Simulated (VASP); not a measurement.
# RePb2 (I4/mmm) in VASP: notebook

RePb2 is run at these levels: PBE; tasks: single point, relaxation of cell and atoms.

All numbers are computed with VASP 6.6.1; they aren't measurements. Logs are shortened: lines on timing, memory, paths and dates and some standing lists are left out, and cuts for length are marked.

## Step 1: The cell of the first run

The structure is tetragonal, space group I4/mmm (No. 139). The conventional cell has a = 3.911 Å, b = 3.911 Å, c = 9.593 Å, α = 90.00°, β = 90.00°, γ = 90.00°. Within 4.2 Å of Re (site symmetry 4/mmm) lie 10 Pb at 3.19 to 3.21 Å and 4 Re at 3.91 Å. Pb (site symmetry 4mm) has 9 Pb at 3.17 to 3.91 Å and 5 Re at 3.19 to 3.21 Å within 4.2 Å.

## Step 2: Single point, PBE

INCAR

```
ALGO = Normal
EDIFF = 1E-6
ENCUT = 520
GGA = PE
ISIF = 2
ISMEAR = 0
LASPH = True
LCHARG = True
LELF = True
LREAL = False
LVHAR = True
LWAVE = False
NBANDS = 24
NELM = 100
PREC = Accurate
SIGMA = 0.1
```

KPOINTS

```
k-points
0
Gamma
  6 6 6
```

POSCAR

```
RePb2
1.0
   -1.9553292906      1.9553292906      4.7966671661
    1.9553292906     -1.9553292906      4.7966671661
    1.9553292906      1.9553292906     -4.7966671661
Re Pb
1 2
Direct
    0.0000000000      0.0000000000      0.0000000000
    0.6650000000      0.6650000000      0.0000000000
    0.3350000000      0.3350000000      0.0000000000
```

Potentials or basis: VASP PAW PBE potentials, release 64 (Re, Pb_d).

Command:

```sh
> cat potpaw_PBE.64/Re/POTCAR potpaw_PBE.64/Pb_d/POTCAR > POTCAR
> mpirun -np 1 vasp_std > vasp.out
```

OUTCAR:

```text
EDIFF = 1E-6
   ENCUT = 520
   GGA = PE
   ISIF = 2
   ISMEAR = 0
   LASPH = True
   LREAL = False
   NELM = 100
   PREC = Accurate

 ion  position               nearest neighbor table
   1  0.000  0.000  0.000-   2 3.19   2 3.19   2 3.19   3 3.19   2 3.19   3 3.19   3 3.19   3 3.19
                             2 3.21   3 3.21
   2  0.665  0.665  0.000-   3 3.17   1 3.19   1 3.19   1 3.19   1 3.19   3 3.21   3 3.21   3 3.21
                             3 3.21   1 3.21
   3  0.335  0.335  0.000-   2 3.17   1 3.19   1 3.19   1 3.19   1 3.19   2 3.21   2 3.21   2 3.21
                             2 3.21   1 3.21

  LATTYP: Found a body centered tetragonal cell.
 ALAT       =     3.9106585812
 C/A-ratio  =     2.4531250000

  Lattice vectors:

 A1 = (  -1.9553292906,   1.9553292906,   4.7966671661)
 A2 = (   1.9553292906,  -1.9553292906,   4.7966671661)
 A3 = (   1.9553292906,   1.9553292906,  -4.7966671661)

Analysis of symmetry for initial positions (statically):
=====================================================================
 Subroutine PRICEL returns:
 Original cell was already a primitive cell.

 Routine SETGRP: Setting up the symmetry group for a
 body centered tetragonal supercell.

 Subroutine GETGRP returns: Found 16 space group operations
 (whereof 16 operations were pure point group operations)
 out of a pool of 16 trial point group operations.

The static configuration has the point symmetry D_4h.

Analysis of symmetry for dynamics (positions and initial velocities):
=====================================================================
 Subroutine PRICEL returns:
 Original cell was already a primitive cell.

 Routine SETGRP: Setting up the symmetry group for a
 body centered tetragonal supercell.

 Subroutine GETGRP returns: Found 16 space group operations
 (whereof 16 operations were pure point group operations)
 out of a pool of 16 trial point group operations.

The dynamic configuration has the point symmetry D_4h.

 Subroutine INISYM returns: Found 16 space group operations
 (whereof 16 operations are pure point group operations),
 and found     1 'primitive' translations

----------------------------------------------------------------------------------------

                                     Primitive cell

  volume of cell :      73.3566

  direct lattice vectors                    reciprocal lattice vectors
    -1.955329291  1.955329291  4.796667166     0.000000000  0.255711405  0.104239044
     1.955329291 -1.955329291  4.796667166     0.255711405  0.000000000  0.104239044
     1.955329291  1.955329291 -4.796667166     0.255711405  0.255711405  0.000000000

  length of vectors
     5.536663361  5.536663361  5.536663361     0.276141451  0.276141451  0.361630537

  position of ions in fractional coordinates (direct lattice)
     0.000000000  0.000000000  0.000000000
     0.665000000  0.665000000  0.000000000
     0.335000000  0.335000000  0.000000000

  ion indices of the primitive-cell ions
   primitive index   ion index
                 1           1
                 2           2
                 3           3

----------------------------------------------------------------------------------------

 KPOINTS: k-points

Automatic generation of k-mesh.
 Grid dimensions read from file:
 generate k-points for:    6    6    6

 Generating k-lattice:

  Cartesian coordinates                     Fractional coordinates (reciprocal lattice)
     0.000000000  0.042618567  0.017373174     0.166666667  0.000000000 -0.000000000
     0.042618567  0.000000000  0.017373174     0.000000000  0.166666667 -0.000000000
     0.042618567  0.042618567  0.000000000     0.000000000  0.000000000  0.166666667

  Length of vectors
     0.046023575  0.046023575  0.060271756

  Shift w.r.t. Gamma in fractional coordinates (k-lattice)
     0.000000000  0.000000000  0.000000000

 Subroutine IBZKPT returns following result:
 ===========================================

 Found     30 irreducible k-points:

 Following reciprocal coordinates:
            Coordinates               Weight
  0.000000  0.000000  0.000000      1.000000
  0.166667  0.000000 -0.000000      8.000000
  0.333333  0.000000 -0.000000      8.000000
  0.500000 -0.000000  0.000000      4.000000
  0.166667  0.166667 -0.000000      8.000000
  0.333333  0.166667 -0.000000     16.000000
[... 16 lines left out ...]
 -0.333333 -0.333333  0.166667      8.000000
 -0.166667 -0.333333  0.166667      8.000000
 [... further k-points ...]
   k-points           NKPTS =     30   k-points in BZ     NKDIM =     30   number of bands    NBANDS=     24
   number of dos      NEDOS =    301   number of ions     NIONS =      3
   total plane-waves  NPLWV =  74088
   dimension x,y,z NGX =    42 NGY =   42 NGZ =   42
   dimension x,y,z NGXF=    84 NGYF=   84 NGZF=   84
   ions per type =               1   2
   NGX,Y,Z   is equivalent  to a cutoff of  12.61, 12.61, 12.61 a.u.
   NGXF,Y,Z  is equivalent  to a cutoff of  25.22, 25.22, 25.22 a.u.
 SYSTEM =  unknown system
   PREC   = accura    normal or accurate (medium, high low for compatibility)
   ISTART =      0    job   : 0-new  1-cont  2-samecut
   ICHARG =      2    charge: 1-file 2-atom 10-const
   ISPIN  =      1    spin polarized calculation?
   LNONCOLLINEAR =      F non collinear calculations
   LSORBIT =      F    spin-orbit coupling
   LASPH  =      T    aspherical Exc in radial PAW
   ENCUT  =  520.0 eV  38.22 Ry    6.18 a.u.  10.29 10.29 10.29*2*pi/ulx,y,z
   NELM   =    100;   NELMIN=  2; NELMDL= -5     # of ELM steps
   EDIFF  = 0.1E-05   stopping-criterion for ELM
   LREAL  =      F    real-space projection
   EDIFFG = 0.1E-04   stopping-criterion for IOM
   NSW    =      0    number of steps for IOM
   IBRION =     -1    ionic relax: 0-MD 1-quasi-New 2-CG
   NFREE  =      0    steps in history (QN), initial steepest desc. (CG)
   ISIF   =      2    stress and relaxation
   ISYM   =      2    0-nonsym 1-usesym 2-fastsym
   POTIM  = 0.5000    time-step for ionic-motion
   TEBEG  =    0.0;   TEEND  =   0.0 temperature during run
   PSTRESS=    0.0 pullay stress
   NELECT =      35.0000    total number of electrons
   NUPDOWN=      -1.0000    fix difference up-down
   EMIN   =  10.00;   EMAX   =-10.00  energy-range for DOS
   EFERMI =   0.00;   METHOD = LEGACY
   ISMEAR =     0;   SIGMA  =   0.10  broadening in eV -4-tet -1-fermi 0-gaus
   EFERMI_NEDOS =   21; number of points for ismear=-14 and -15
   IALGO  =     38    algorithm
   IMIX   =      4    mixing-type and parameters
     AMIX     =   0.40;   BMIX     =  1.00
     AMIX_MAG =   1.60;   BMIX_MAG =  1.00
  volume/ion in A,a.u.               =      24.45       165.01
  Fermi-wavevector in a.u.,A,eV,Ry     =   1.279237  2.417408 22.265221  1.636448
  Thomas-Fermi vector in A             =   2.411734
   LORBIT       =      0    0 simple, 1 ext, 2 COOP (PROOUT), +10 PAW based schemes
   GGA     = PE    functional components
   LHFCALC =     F    Hartree Fock is set to
   AEXX    =    0.0000 exact exchange contribution
   IVDW    =     0    specifies the selected vdW correction
   LEPSILON=     F    determine dielectric tensor
   LRPA    =     F    only Hartree local field effects (RPA)
 non-spin polarized calculation
 Gauss-broadening in eV      SIGMA  =   0.10
  energy-cutoff  :      520.00
  volume of cell :       73.36
 maximum number of plane-waves:      1988
 NGX is ok and might be reduce to    42
   NGX = 21   NGY = 21   NGZ = 21

 number of electron      34.9999998 magnetization

 Free energy of the ion-electron system (eV)
  ---------------------------------------------------
  ext. energy  EPLUGINS =         0.00000000
  ---------------------------------------------------
  free energy    TOTEN  =       -16.12704901 eV

  energy without entropy =      -16.10667553  energy(sigma->0) =      -16.11686227

 E-fermi :   7.5273     XC(G=0): -11.1702

 val. band max:        7.5227509062   @ k =  -0.1667   0.5000   0.1667
 cond. band min:       7.5438007726   @ k =  -0.1667   0.1667   0.1667
 fundamental gap:      0.0210498664
 Fermi energy:         7.5273130377

 k-point     1 :       0.0000    0.0000    0.0000
  band No.  band energies     occupation
      1      -9.4740      2.00000
      2      -9.4631      2.00000
      3      -9.3520      2.00000
      4      -9.3227      2.00000
      5      -9.3227      2.00000
      6      -9.2703      2.00000
[... 16 lines left out ...]
     23      10.8128      0.00000
     24      11.1202      0.00000

 k-point     2 :       0.1667    0.0000   -0.0000
  band No.  band energies     occupation
      1      -9.4814      2.00000
      2      -9.4556      2.00000
      3      -9.3933      2.00000
      4      -9.3610      2.00000
      5      -9.3378      2.00000
      6      -9.2415      2.00000
[... 16 lines left out ...]
     23      11.8224      0.00000
     24      13.4528      0.00000

 k-point     3 :       0.3333    0.0000   -0.0000
  band No.  band energies     occupation
      1      -9.5088      2.00000
      2      -9.4638      2.00000
      3      -9.4312      2.00000
      4      -9.4309      2.00000
      5      -9.3248      2.00000
      6      -9.2384      2.00000
[... 16 lines left out ...]
     23      12.7120      0.00000
     24      13.9245      0.00000
[... 514 lines left out ...]
 k-point    23 :      -0.3333   -0.3333    0.1667
  band No.  band energies     occupation
      1      -9.5088      2.00000
      2      -9.4861      2.00000
      3      -9.4657      2.00000
      4      -9.4084      2.00000
      5      -9.3804      2.00000
      6      -9.2085      2.00000
[... 16 lines left out ...]
     23      13.2728      0.00000
     24      13.4225      0.00000

 k-point    24 :      -0.1667   -0.3333    0.1667
  band No.  band energies     occupation
      1      -9.4936      2.00000
      2      -9.4739      2.00000
      3      -9.4510      2.00000
      4      -9.4071      2.00000
      5      -9.3744      2.00000
      6      -9.2243      2.00000
[... 16 lines left out ...]
     23      13.0758      0.00000
     24      14.0239      0.00000

 [... further k-points ...]

------------------------ aborting loop because EDIFF is reached ----------------------------------------

  FORCE on cell =-STRESS in cart. coord.  units (eV):
  Direction    XX          YY          ZZ          XY          YZ          ZX
  --------------------------------------------------------------------------------------
  -------------------------------------------------------------------------------------
  Total       -3.4571879     -3.4571879     -2.5649025      0.0000000      0.0000000      0.0000000
  in kB      -75.5082111    -75.5082111    -56.0198639      0.0000000      0.0000000      0.0000000
  external PRESSURE =     -69.0120953 kB  Pullay stress =       0.0000000 kB

 VOLUME and BASIS-vectors are now :
 -----------------------------------------------------------------------------
  energy-cutoff  :      520.00
  volume of cell :       73.36
      direct lattice vectors                 reciprocal lattice vectors
    -1.955329291  1.955329291  4.796667166     0.000000000  0.255711405  0.104239044
     1.955329291 -1.955329291  4.796667166     0.255711405  0.000000000  0.104239044
     1.955329291  1.955329291 -4.796667166     0.255711405  0.255711405  0.000000000

 POSITION                                       TOTAL-FORCE (eV/Angst)
 -----------------------------------------------------------------------------------
      0.00000      0.00000      0.00000         0.000000      0.000000      0.000000
      0.00000      0.00000      6.37957        -0.000000     -0.000000     -0.866317
      0.00000      0.00000      3.21377         0.000000      0.000000      0.866317
 -----------------------------------------------------------------------------------
    total drift:                               -0.000000     -0.000000      0.000000

  FREE ENERGIE OF THE ION-ELECTRON SYSTEM (eV)
  ---------------------------------------------------
  free  energy   TOTEN  =       -16.1270490070 eV

  energy  without entropy=      -16.1066755257  energy(sigma->0) =      -16.11686227
```

Run time: 57 s. Hardware: 1 thread of Intel Xeon Platinum 8488C (Sapphire Rapids), shared host; peak memory 0.27 GiB.

Results:

- Free energy: -16.1270 eV
- Pressure: -6.9 GPa
- Largest force: 0.866 eV/Å

Forces on the atoms (eV/Å):
```
Re   0.000  0.000  0.000
Pb   0.000  0.000 -0.866
Pb   0.000  0.000  0.866
```

Stress tensor (GPa, compression positive):
```
-7.55  0.00  0.00
 0.00 -7.55  0.00
 0.00  0.00 -5.60
```

Caveat: the k points lie up to 0.38 Å⁻¹ apart; spin-orbit coupling is left out, which moves the levels of the heavy elements.

## Step 3: Single point, PBE

This run uses another cell than the first one, of 25.02 Å³/atom, 1.023 times its volume.

INCAR

```
PREC = Accurate ; ENCUT = 520
EDIFF = 1E-6 ; ISMEAR = 0
SIGMA = 0.1 ; LREAL = F
LASPH = T ; NELM = 60
ALGO = Fast ; ISIF = 2
LWAVE = F ; LCHARG = T
GGA = PE ; LELF = T
LVHAR = T ; NBANDS = 24
```

KPOINTS

```
regular mesh
0
Gamma
  6 6 6
```

POSCAR

```
RePb2
1.0
   -1.6024444369      1.6024444369      7.3067845263
    1.6024444369     -1.6024444369      7.3067845263
    1.6024444369      1.6024444369     -7.3067845263
Re Pb
1 2
Direct
    0.0000000000      0.0000000000      0.0000000000
    0.6331248368      0.6331248368      0.0000000000
    0.3668751632      0.3668751632      0.0000000000
```

Potentials or basis: VASP PAW PBE potentials, release 64 (Re, Pb_d).

Command:

```sh
> cat potpaw_PBE.64/Re/POTCAR potpaw_PBE.64/Pb_d/POTCAR > POTCAR
> mpirun -np 1 vasp_std > vasp.out
```

Run time: 5 min. Hardware: 1 thread of Intel Xeon Platinum 8488C (Sapphire Rapids), shared host; peak memory 0.47 GiB.

Results (log left out):

- Free energy: -16.9951 eV
- Pressure: -0.1 GPa
- Largest force: 0.013 eV/Å

Forces on the atoms (eV/Å):
```
Re   0.000  0.000  0.000
Pb   0.000  0.000 -0.013
Pb   0.000  0.000  0.013
```

Stress tensor (GPa, compression positive):
```
-0.06  0.00  0.00
 0.00 -0.06  0.00
 0.00  0.00 -0.20
```

Levels at points of the mesh, in eV from the Fermi level:
| k point | band 15 | band 16 | band 17 | band 18 | band 19 | band 20 | band 21 | band 22 |
| --- | --- | --- | --- | --- | --- | --- | --- | --- |
| (0.00, 0.00, 0.00) | -0.91 | -0.21 | -0.21 | 1.20 | 1.71 | 5.47 | 5.47 | 5.58 |
| (0.50, 0.00, 0.00) | -1.95 | -1.25 | -0.70 | -0.39 | 0.44 | 2.16 | 3.67 | 5.97 |
| (0.50, 0.50, 0.00) | -1.97 | -1.50 | -1.47 | -0.65 | 2.12 | 2.45 | 3.19 | 3.40 |
| (0.50, 0.50, 0.50) | -1.86 | -0.19 | -0.19 | 0.18 | 1.21 | 4.94 | 4.94 | 8.26 |

Caveat: the k points lie up to 0.46 Å⁻¹ apart; spin-orbit coupling is left out, which moves the levels of the heavy elements.

## Step 4: Relaxation of cell and atoms, PBE

INCAR

```
  PREC = Accurate
  ENCUT = 600
  EDIFF = 1E-6
  ISMEAR = 0
  SIGMA = 0.1
  LREAL = False
  LASPH = True
  NELM = 60
  ALGO = Normal
  ISIF = 3
  LWAVE = False
  LCHARG = False
  GGA = PE
  IBRION = 2
  NSW = 90
  EDIFFG = -0.04
```

KPOINTS

```
Automatic mesh
0
Gamma
  6 6 6
```

POSCAR

```
RePb2
1.0
   -1.9553292906      1.9553292906      4.7966671661
    1.9553292906     -1.9553292906      4.7966671661
    1.9553292906      1.9553292906     -4.7966671661
Re Pb
1 2
Direct
    0.0000000000      0.0000000000      0.0000000000
    0.6650000000      0.6650000000      0.0000000000
    0.3350000000      0.3350000000      0.0000000000
```

Command:

```sh
> cat potpaw_PBE.64/Re/POTCAR potpaw_PBE.64/Pb_d/POTCAR > POTCAR
> mpirun -np 1 vasp_std > vasp.out
```

Run time: 43 min. Hardware: 1 thread of Intel Xeon Platinum 8488C (Sapphire Rapids), shared host; peak memory 0.42 GiB.

It converged, with:

| Item | Value |
| --- | --- |
| Free energy | -16.9682 eV |
| Relaxed volume | 24.68 Å³/atom |
| Relaxed cell | a = 7.511 Å, b = 7.511 Å, c = 7.511 Å, α = 155.28°, β = 155.28°, γ = 35.24° |
| Space group after relaxing (to 0.05 Å) | I4/mmm (No. 139) |
| Energy gained by relaxing | 280.2 meV/atom |
| Ionic steps | 45 |
| Pressure after relaxing | 0.0 GPa |
| Largest force after relaxing | 0.034 eV/Å |

Forces on the atoms (eV/Å):
```
Re   0.000  0.000  0.000
Pb   0.000  0.000 -0.034
Pb   0.000  0.000  0.034
```

Stress tensor (GPa, compression positive):
```
-0.09  0.00  0.00
 0.00 -0.09  0.00
 0.00  0.00  0.06
```

Step by step:
```tsv
step	energy change (eV)	largest force (eV/Å)	pressure (GPa)	volume (Å³)
1	0.0000	0.8673	-6.85	73.36
3	-0.1899	0.6423	1.03	66.50
5	-0.3906	0.4773	3.29	66.20
7	-0.3667	1.1267	5.03	66.06
9	-0.4389	1.0235	3.97	67.36
11	-0.5845	0.8196	3.26	72.36
13	-0.6999	0.3488	-0.23	86.01
15	-0.7056	0.3521	-0.08	85.56
17	-0.7421	0.4508	1.40	81.82
19	-0.7565	0.5697	3.85	76.93
21	-0.7695	0.4568	3.53	76.36
23	-0.7698	0.0109	2.58	74.10
25	-0.7879	0.1961	2.51	75.61
27	-0.8065	0.0807	-1.34	79.30
29	-0.8110	0.0047	-0.34	78.22
31	-0.8188	0.0906	-0.05	77.85
33	-0.8218	0.1842	0.27	77.48
35	-0.8242	0.1151	-0.55	77.85
37	-0.8316	0.1218	-0.37	76.74
39	-0.8378	0.0940	0.19	74.40
41	-0.8391	0.0020	-0.31	74.46
43	-0.8402	0.0020	0.16	73.91
45	-0.8405	0.0335	-0.04	74.03
```

Final structure:
```xyz
3
Lattice="-1.6078 1.6078 7.1589 1.6078 -1.6078 7.1589 1.6078 1.6078 -7.1589" Properties=species:S:1:pos:R:3 pbc="T T T"
Re    0.0000    0.0000    0.0000
Pb    0.0000    0.0000    9.0896
Pb    0.0000    0.0000    5.2282
```

Levels at points of the mesh, in eV from the Fermi level:
```csv
k point,band 16,band 17,band 18,band 19,band 20,band 21
"(0.00, 0.00, 0.00)",-0.22,-0.22,1.19,2.08,5.46,5.86
"(0.50, 0.00, 0.00)",-1.18,-0.63,-0.40,0.44,2.21,3.70
"(0.50, 0.50, 0.00)",-1.49,-1.42,-0.61,2.12,2.42,3.34
"(0.50, 0.50, 0.50)",-0.19,-0.19,0.34,1.19,4.82,4.82
```

Caveat: the k points lie up to 0.46 Å⁻¹ apart in the final cell; spin-orbit coupling is left out, which moves the levels of the heavy elements.

## Step 5: Overview

| task | cell | cutoff (eV) | gap on the mesh (eV) | pressure (GPa) | largest force (eV/Å) |
| --- | --- | --- | --- | --- | --- |
| single point | a = 5.537 Å, angles 138.6, 138.6, 59.9°, 3 atoms | 520 | none | -6.9 | 0.87 |
| single point | a = 7.650 Å, angles 155.8, 155.8, 34.5°, 3 atoms | 520 | none | -0.1 | 0.01 |
| relaxation of cell and atoms | relaxed from a = 5.537 Å, angles 138.6, 138.6, 59.9°, 3 atoms | 600 | none | 0.0 | 0.03 |

Alike in all rows: level PBE; potentials or basis VASP PAW PBE potentials, release 64 (Re, Pb_d); no spin polarisation; k mesh 6 × 6 × 6; smearing gaussian 0.1 eV.

Caveats: all runs use coarse meshes; spin-orbit coupling is left out, which moves the levels of the heavy elements.

Absolute energies hang on the potentials; compare differences alone.
